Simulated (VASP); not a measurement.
# InAs (Pm-3m) in VASP: single point with PBEsol

Aim: the single point of InAs with PBEsol.

Everything below comes from runs of VASP 6.6.1. Logs are shortened: lines on timing, memory, paths and dates and some standing lists are left out, and cuts for length are marked.

## Step 1: The cell of the first run

The structure is cubic, space group Pm-3m (No. 221). Conventional cell: a = 3.537 Å, b = 3.537 Å, c = 3.537 Å, α = 90.00°, β = 90.00°, γ = 90.00°. Within 4.0 Å of In (site symmetry m-3m) lie 8 As at 3.06 Å and 6 In at 3.54 Å. Within 4.0 Å of As (site symmetry m-3m) lie 8 In at 3.06 Å and 6 As at 3.54 Å.

## Step 2: Single point, PBEsol

File INCAR:

```
  PREC = Accurate
  ENCUT = 520
  EDIFF = 1E-6
  ISMEAR = -1
  SIGMA = 0.02
  LREAL = F
  LASPH = T
  NELM = 100
  ALGO = Normal
  ISIF = 2
  LWAVE = F
  LCHARG = F
  GGA = PS
  NBANDS = 16
```

File KPOINTS:

```
Automatic mesh
0
Gamma
  6 6 6
```

File POSCAR:

```
InAs
1.0
    3.5365410790      0.0000000000      0.0000000000
    0.0000000000      3.5365410790      0.0000000000
    0.0000000000      0.0000000000      3.5365410790
In As
1 1
Direct
    0.0000000000      0.0000000000      0.0000000000
    0.5000000000      0.5000000000      0.5000000000
```

Potentials or basis: VASP PAW PBE potentials, release 64 (In_d, As).

Run with:

```console
$ cat potpaw_PBE.64/In_d/POTCAR potpaw_PBE.64/As/POTCAR > POTCAR
$ mpirun -np 1 vasp_std > vasp.out
```

OUTCAR:

```text
PREC = Accurate
   ENCUT = 520
   EDIFF = 1E-6
   ISMEAR = -1
   LREAL = F
   LASPH = T
   NELM = 100
   ISIF = 2
   GGA = PS

 ion  position               nearest neighbor table
   1  0.000  0.000  0.000-   2 3.06   2 3.06   2 3.06   2 3.06   2 3.06   2 3.06   2 3.06   2 3.06

   2  0.500  0.500  0.500-   1 3.06   1 3.06   1 3.06   1 3.06   1 3.06   1 3.06   1 3.06   1 3.06

  LATTYP: Found a simple cubic cell.
 ALAT       =     3.5365410790

  Lattice vectors:

 A1 = (   3.5365410790,   0.0000000000,   0.0000000000)
 A2 = (   0.0000000000,   3.5365410790,   0.0000000000)
 A3 = (   0.0000000000,   0.0000000000,   3.5365410790)

Analysis of symmetry for initial positions (statically):
=====================================================================
 Subroutine PRICEL returns:
 Original cell was already a primitive cell.

 Routine SETGRP: Setting up the symmetry group for a
 simple cubic supercell.

 Subroutine GETGRP returns: Found 48 space group operations
 (whereof 48 operations were pure point group operations)
 out of a pool of 48 trial point group operations.

The static configuration has the point symmetry O_h .

Analysis of symmetry for dynamics (positions and initial velocities):
=====================================================================
 Subroutine PRICEL returns:
 Original cell was already a primitive cell.

 Routine SETGRP: Setting up the symmetry group for a
 simple cubic supercell.

 Subroutine GETGRP returns: Found 48 space group operations
 (whereof 48 operations were pure point group operations)
 out of a pool of 48 trial point group operations.

The dynamic configuration has the point symmetry O_h .

 Subroutine INISYM returns: Found 48 space group operations
 (whereof 48 operations are pure point group operations),
 and found     1 'primitive' translations

----------------------------------------------------------------------------------------

                                     Primitive cell

  volume of cell :      44.2320

  direct lattice vectors                    reciprocal lattice vectors
     3.536541079  0.000000000  0.000000000     0.282762162  0.000000000  0.000000000
     0.000000000  3.536541079  0.000000000     0.000000000  0.282762162  0.000000000
     0.000000000  0.000000000  3.536541079     0.000000000  0.000000000  0.282762162

  length of vectors
     3.536541079  3.536541079  3.536541079     0.282762162  0.282762162  0.282762162

  position of ions in fractional coordinates (direct lattice)
     0.000000000  0.000000000  0.000000000
     0.500000000  0.500000000  0.500000000

  ion indices of the primitive-cell ions
   primitive index   ion index
                 1           1
                 2           2

----------------------------------------------------------------------------------------

 KPOINTS: Automatic mesh

Automatic generation of k-mesh.
 Grid dimensions read from file:
 generate k-points for:    6    6    6

 Generating k-lattice:

  Cartesian coordinates                     Fractional coordinates (reciprocal lattice)
     0.047127027  0.000000000  0.000000000     0.166666667  0.000000000  0.000000000
     0.000000000  0.047127027  0.000000000     0.000000000  0.166666667  0.000000000
     0.000000000  0.000000000  0.047127027     0.000000000  0.000000000  0.166666667

  Length of vectors
     0.047127027  0.047127027  0.047127027

  Shift w.r.t. Gamma in fractional coordinates (k-lattice)
     0.000000000  0.000000000  0.000000000

 Subroutine IBZKPT returns following result:
 ===========================================

 Found     20 irreducible k-points:

 Following reciprocal coordinates:
            Coordinates               Weight
  0.000000  0.000000  0.000000      1.000000
  0.166667  0.000000  0.000000      6.000000
  0.333333  0.000000  0.000000      6.000000
  0.500000  0.000000  0.000000      3.000000
  0.166667  0.166667  0.000000     12.000000
  0.333333  0.166667  0.000000     24.000000
[... 12 lines left out ...]
  0.500000  0.500000  0.333333      6.000000
  0.500000  0.500000  0.500000      1.000000
   k-points           NKPTS =     20   k-points in BZ     NKDIM =     20   number of bands    NBANDS=     16
   number of dos      NEDOS =    301   number of ions     NIONS =      2
   total plane-waves  NPLWV =  21952
   dimension x,y,z NGX =    28 NGY =   28 NGZ =   28
   dimension x,y,z NGXF=    56 NGYF=   56 NGZF=   56
   ions per type =               1   1
   NGX,Y,Z   is equivalent  to a cutoff of  13.16, 13.16, 13.16 a.u.
   NGXF,Y,Z  is equivalent  to a cutoff of  26.32, 26.32, 26.32 a.u.
 SYSTEM =  unknown system
   PREC   = accura    normal or accurate (medium, high low for compatibility)
   ISTART =      0    job   : 0-new  1-cont  2-samecut
   ICHARG =      2    charge: 1-file 2-atom 10-const
   ISPIN  =      1    spin polarized calculation?
   LNONCOLLINEAR =      F non collinear calculations
   LSORBIT =      F    spin-orbit coupling
   LASPH  =      T    aspherical Exc in radial PAW
   ENCUT  =  520.0 eV  38.22 Ry    6.18 a.u.   6.58  6.58  6.58*2*pi/ulx,y,z
   NELM   =    100;   NELMIN=  2; NELMDL= -5     # of ELM steps
   EDIFF  = 0.1E-05   stopping-criterion for ELM
   LREAL  =      F    real-space projection
   EDIFFG = 0.1E-04   stopping-criterion for IOM
   NSW    =      0    number of steps for IOM
   IBRION =     -1    ionic relax: 0-MD 1-quasi-New 2-CG
   NFREE  =      0    steps in history (QN), initial steepest desc. (CG)
   ISIF   =      2    stress and relaxation
   ISYM   =      2    0-nonsym 1-usesym 2-fastsym
   POTIM  = 0.5000    time-step for ionic-motion
   TEBEG  =    0.0;   TEEND  =   0.0 temperature during run
   PSTRESS=    0.0 pullay stress
   NELECT =      18.0000    total number of electrons
   NUPDOWN=      -1.0000    fix difference up-down
   EMIN   =  10.00;   EMAX   =-10.00  energy-range for DOS
   EFERMI =   0.00;   METHOD = LEGACY
   ISMEAR =    -1;   SIGMA  =   0.02  broadening in eV -4-tet -1-fermi 0-gaus
   EFERMI_NEDOS =   21; number of points for ismear=-14 and -15
   IALGO  =     38    algorithm
   IMIX   =      4    mixing-type and parameters
     AMIX     =   0.40;   BMIX     =  1.00
     AMIX_MAG =   1.60;   BMIX_MAG =  1.00
  volume/ion in A,a.u.               =      22.12       149.25
  Fermi-wavevector in a.u.,A,eV,Ry     =   1.213166  2.292552 20.024676  1.471772
  Thomas-Fermi vector in A             =   2.348627
   LORBIT       =      0    0 simple, 1 ext, 2 COOP (PROOUT), +10 PAW based schemes
   GGA     = PS    functional components
   LHFCALC =     F    Hartree Fock is set to
   AEXX    =    0.0000 exact exchange contribution
   IVDW    =     0    specifies the selected vdW correction
   LEPSILON=     F    determine dielectric tensor
   LRPA    =     F    only Hartree local field effects (RPA)
 non-spin polarized calculation
  energy-cutoff  :      520.00
  volume of cell :       44.23
 maximum number of plane-waves:      1213
 NGX is ok and might be reduce to    28
   NGX = 13   NGY = 13   NGZ = 13

 number of electron      18.0000010 magnetization

 Free energy of the ion-electron system (eV)
  ---------------------------------------------------
  ext. energy  EPLUGINS =         0.00000000
  ---------------------------------------------------
  free energy    TOTEN  =        -7.74883248 eV

  energy without entropy =       -7.74365605  energy(sigma->0) =       -7.74624427

 E-fermi :   6.7865     XC(G=0): -10.7118

 val. band max:        6.7570902856   @ k =   0.5000   0.3333   0.1667
 cond. band min:       6.8144852255   @ k =   0.3333   0.3333   0.1667
 fundamental gap:      0.0573949399
 Fermi energy:         6.7864869648

 k-point     1 :       0.0000    0.0000    0.0000
  band No.  band energies     occupation
      1      -7.5744      2.00000
      2      -7.5744      2.00000
      3      -7.3550      2.00000
      4      -7.3550      2.00000
      5      -7.3550      2.00000
      6      -5.8239      2.00000
[... 8 lines left out ...]
     15      16.4194      0.00000
     16      20.9769      0.00000

 k-point     2 :       0.1667    0.0000    0.0000
  band No.  band energies     occupation
      1      -7.5701      2.00000
      2      -7.5300      2.00000
      3      -7.3762      2.00000
      4      -7.3762      2.00000
      5      -7.3532      2.00000
      6      -5.5474      2.00000
[... 8 lines left out ...]
     15      15.3529      0.00000
     16      19.2533      0.00000

 k-point     3 :       0.3333    0.0000    0.0000
  band No.  band energies     occupation
      1      -7.5618      2.00000
      2      -7.4432      2.00000
      3      -7.4182      2.00000
      4      -7.4182      2.00000
      5      -7.3497      2.00000
      6      -4.8127      2.00000
[... 8 lines left out ...]
     15      16.8276      0.00000
     16      18.1804      0.00000

 k-point     4 :       0.5000    0.0000    0.0000
  band No.  band energies     occupation
      1      -7.5575      2.00000
      2      -7.4389      2.00000
      3      -7.4389      2.00000
      4      -7.4005      2.00000
      5      -7.3479      2.00000
      6      -4.2483      2.00000
[... 8 lines left out ...]
     15      15.6559      0.00000
     16      21.3651      0.00000
[... 248 lines left out ...]
 k-point    18 :       0.5000    0.3333    0.3333
  band No.  band energies     occupation
      1      -7.5656      2.00000
      2      -7.5206      2.00000
      3      -7.4888      2.00000
      4      -7.3358      2.00000
      5      -7.2854      2.00000
      6      -2.6345      2.00000
[... 8 lines left out ...]
     15      20.2952      0.00000
     16      21.7409      0.00000

 k-point    19 :       0.5000    0.5000    0.3333
  band No.  band energies     occupation
      1      -7.5807      2.00000
      2      -7.5170      2.00000
      3      -7.5170      2.00000
      4      -7.3096      2.00000
      5      -7.2560      2.00000
      6      -2.3877      2.00000
[... 8 lines left out ...]
     15      22.7880      0.00000
     16      22.7880      0.00000

 k-point    20 :       0.5000    0.5000    0.5000
  band No.  band energies     occupation
      1      -7.5491      2.00000
      2      -7.5491      2.00000
      3      -7.5491      2.00000
      4      -7.2549      2.00000
      5      -7.2549      2.00000
      6      -2.2412      2.00000
[... 8 lines left out ...]
     15      24.3651      0.00000
     16      24.3651      0.00000

------------------------ aborting loop because EDIFF is reached ----------------------------------------

  FORCE on cell =-STRESS in cart. coord.  units (eV):
  Direction    XX          YY          ZZ          XY          YZ          ZX
  --------------------------------------------------------------------------------------
  -------------------------------------------------------------------------------------
  Total       -0.5295083     -0.5295083     -0.5295083     -0.0000000     -0.0000000      0.0000000
  in kB      -19.1799379    -19.1799379    -19.1799379     -0.0000000     -0.0000000      0.0000000
  external PRESSURE =     -19.1799379 kB  Pullay stress =       0.0000000 kB

 VOLUME and BASIS-vectors are now :
 -----------------------------------------------------------------------------
  energy-cutoff  :      520.00
  volume of cell :       44.23
      direct lattice vectors                 reciprocal lattice vectors
     3.536541079  0.000000000  0.000000000     0.282762162  0.000000000  0.000000000
     0.000000000  3.536541079  0.000000000     0.000000000  0.282762162  0.000000000
     0.000000000  0.000000000  3.536541079     0.000000000  0.000000000  0.282762162

 POSITION                                       TOTAL-FORCE (eV/Angst)
 -----------------------------------------------------------------------------------
      0.00000      0.00000      0.00000         0.000000      0.000000      0.000000
      1.76827      1.76827      1.76827         0.000000      0.000000      0.000000
 -----------------------------------------------------------------------------------
    total drift:                               -0.000000      0.000000     -0.000000

  FREE ENERGIE OF THE ION-ELECTRON SYSTEM (eV)
  ---------------------------------------------------
  free  energy   TOTEN  =        -7.7488324845 eV

  energy  without entropy=       -7.7436560522  energy(sigma->0) =       -7.74624427
```

It took 23 s on 1 thread of Intel Xeon 6975P-C, shared host; peak memory 0.16 GiB.

What came out:

| Quantity | Value |
| --- | --- |
| Free energy | -7.7488 eV |
| Pressure | -1.9 GPa |
| Band gap on the k mesh | zero (band 9 reaches 7.93 eV, above the bottom of band 10 at 5.38 eV) |

Caveat: the PAW data sets were made with another functional, which shifts forces and pressure a little; spin-orbit coupling is left out, which moves the levels of the heavy elements.
